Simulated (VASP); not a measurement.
A run of VASP 6.6.1 is set up as follows.

Contents of INCAR:

```
PREC = Accurate ; ENCUT = 520
EDIFF = 1E-7 ; ISMEAR = 0
SIGMA = 0.01 ; LREAL = False
LASPH = True ; NELM = 80
ALGO = Normal ; ISIF = 2
LWAVE = False ; LCHARG = True
GGA = PE ; LELF = True
LVHAR = True ; NBANDS = 29
```

Contents of KPOINTS:

```
regular mesh
0
Gamma
  6 6 4
```

File POSCAR:

```
Be2ZnSO3
1.0
    2.6442076177     -3.3503238703     -0.0259176223
    2.6442076177      3.3503238703     -0.0259176223
   -1.3678454679      0.0000000000      5.5409413427
Be Zn S O
2 1 1 3
Direct
    0.4171761676      0.0112923314      0.5476832271
    0.0112923314      0.4171761676      0.5476832271
    0.6608269322      0.6608269322      0.8805033467
    0.7806227573      0.7806227573      0.2894946657
    0.7271579355      0.2884821377      0.6751129303
    0.2884821377      0.7271579355      0.6751129303
    0.1144417381      0.1144417381      0.3844096728
```

Potentials or basis: VASP PAW PBE potentials, release 64 (Be, Zn, S, O).

Run with:

```bash
$ cat potpaw_PBE.64/Be/POTCAR potpaw_PBE.64/Zn/POTCAR potpaw_PBE.64/S/POTCAR potpaw_PBE.64/O/POTCAR > POTCAR
$ mpirun -np 1 vasp_std > vasp.out
```

Task: Predict the band gap on the k mesh.

Result: 2.53 eV (least direct gap 2.73 eV).

Task: Predict the pressure.

Result: 0.1 GPa.

Task: Predict the largest force.

Result: 0.100 eV/Å.

Forces on the atoms (eV/Å):
```
Be   0.008  0.008  0.006
Be   0.008 -0.008  0.006
Zn   0.041  0.000  0.092
S    0.068  0.000  0.024
O   -0.021 -0.061 -0.052
O   -0.021  0.061 -0.052
O   -0.083  0.000 -0.024
```

A k mesh can miss the band edges.
